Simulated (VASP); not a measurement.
Here is a VASP 6.6.1 calculation.

File INCAR:

```
SYSTEM = Mo
  ALGO = Fast
  EDIFF = 1E-6
  ENCUT = 520
  GGA = PS
  ISIF = 2
  ISMEAR = 0
  LASPH = .True.
  LCHARG = .True.
  LELF = .True.
  LREAL = .False.
  LVHAR = .True.
  LWAVE = .False.
  NBANDS = 13
  NELM = 100
  PREC = Accurate
  SIGMA = 0.15
```

KPOINTS

```
k-points
0
Gamma
  24 24 24
  0 0 0
```

POSCAR

```
Mo
1.0
    2.7423354246      0.0000000000      0.0000000000
   -1.3711677123      2.3749321434      0.0000000000
    0.0000000000      0.0000000000      2.3674675216
Mo
1
Direct
    0.0000000000      0.0000000000      0.5000000000
```

Potentials or basis: VASP PAW PBE potentials, release 64 (Mo_sv).

Command:

```sh
$ cat potpaw_PBE.64/Mo_sv/POTCAR > POTCAR
$ mpirun -np 1 vasp_std > vasp.out
```

(1) What does it give for the band gap on the k mesh?

(2) Predict the pressure.

## Answers

(1) zero (band 7 reaches 13.38 eV, above the bottom of band 8 at 11.32 eV).

(2) 15.5 GPa.

Caveat: the cell differs from its parent crystal (strain +0.000 along x and y, -0.050 along z); the PAW data sets were made with another functional, which shifts forces and pressure a little.
